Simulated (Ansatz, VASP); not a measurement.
KF: VASP beside Ansatz

The input POSCAR:

```
KF
1.0
    0.0000000000      2.9354013608      2.9354013608
    2.9354013608      0.0000000000      2.9354013608
    2.9354013608      2.9354013608      0.0000000000
K F
1 1
Direct
    0.0000000000      0.0000000000      0.0000000000
    0.2500000000      0.2500000000      0.2500000000
```

INCAR.step1

```
  PREC = Accurate
  ENCUT = 520
  ISMEAR = 0
  SIGMA = 0.01
  LREAL = False
  LASPH = True
  NELM = 100
  NBANDS = 15
  GGA = PE
  ALGO = Normal
  EDIFF = 1E-4
  LWAVE = True
  LCHARG = False
```

Contents of INCAR.step2:

```
  PREC = Accurate
  ENCUT = 520
  EDIFF = 1E-7
  ISMEAR = 0
  SIGMA = 0.01
  LREAL = False
  LASPH = True
  NELM = 100
  ALGO = Normal
  ISIF = 2
  LWAVE = False
  LCHARG = False
  METAGGA = R2SCAN
  LMIXTAU = True
  NBANDS = 15
  ISTART = 1
```

File KPOINTS:

```
regular mesh
0
Gamma
  8 8 8
```

Input for Ansatz:

```yaml
crystal:
  lattice:
    - [0.0, 2.9354013608, 2.9354013608]
    - [2.9354013608, 0.0, 2.9354013608]
    - [2.9354013608, 2.9354013608, 0.0]
  atoms:
    - { symbol: K, position: [0.0, 0.0, 0.0] }
    - { symbol: F, position: [0.25, 0.25, 0.25] }
kpoints:
  mp_grid: { grid: [8, 8, 8] }
  band_path:
    path:
      - [0.0, 0.0, 0.0]
      - [-0.5, -0.5, 0.0]
      - [-0.375, -0.375, 0.25]
      - [-0.375, 0.0, 0.375]
      - [0.0, 0.0, 0.5]
      - [-0.5, -0.25, 0.25]
      - [0.25, -0.5, -0.25]
    npoints: 1
hamiltonian:
  xc: r2scan
scf:
  occupations: { method: fixed }
  n_extra_bands: 4
output:
  forces: true
  stress: true
  eigenvalues: true
```

Alike in both runs: task single point; functional r2SCAN; k mesh 8 × 8 × 8; no spin polarisation.

```csv
,VASP,Ansatz
version,VASP 6.6.1,Ansatz 0.2.0
potentials or method,"VASP PAW PBE potentials, release 64 (K_sv, F)","plane waves, PAW"
plane-wave cutoff (eV),520,500
occupations,"gaussian, width 0.01 eV",fixed
valence electrons in the cell,16,16
```

|  | VASP | Ansatz | Ansatz less VASP |
| --- | --- | --- | --- |
| gap on the k mesh at the Fermi level (eV) | 5.74 | 5.75 | +0.005 |
| pressure (GPa) | 0.0 | 0.0 | +0.01 |

VASP's potentials were made for PBE, not for r2SCAN.
